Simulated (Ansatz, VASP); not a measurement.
One calculation of SnO2, two programs

```
Sn O
1.0
     4.75994    0.00000    0.00000
     0.00000    4.75994    0.00000
     0.00000    0.00000    3.39275
Sn O
2 4
Cartesian
  2.3800 2.3800 1.6964
  0.0000 0.0000 0.0000
  1.4630 1.4630 0.0000
  3.8429 0.9170 1.6964
  0.9170 3.8429 1.6964
  3.2970 3.2970 0.0000
```

Alike in both runs: task single point; functional r2SCAN; k mesh 6 × 6 × 8; occupations gaussian, width 0.02 eV; no spin polarisation.

|  | VASP | Ansatz |
| --- | --- | --- |
| version | VASP 6.6.1 | Ansatz 0.2.0 |
| potentials or method | VASP PAW PBE potentials, release 64 (Sn_d, O), cutoff 520 eV | scalar-relativistic, plane waves, PAW |
| valence electrons in the cell | 52 | 52 |

Ansatz gave:

| Item | Value |
| --- | --- |
| gap on the k mesh at the Fermi level (eV) | 0.93 |
| least direct gap on the mesh (eV) | 0.93 |
| pressure (GPa) | -12.3 |
| traceless stress, the component that is largest in VASP (GPa) | -9.02 |
| rms of the force components (eV/Å) | 0.005 |

Q: What did VASP give for the same quantities?

A: gap on the k mesh at the Fermi level (eV): 0.95; least direct gap on the mesh (eV): 0.95; pressure (GPa): -11.5; traceless stress, the component that is largest in VASP (GPa): -8.90; rms of the force components (eV/Å): 0.006.

VASP's potentials were made for PBE, not for r2SCAN. Atom by atom the forces differ by 0.001 eV/Å (rms over components).
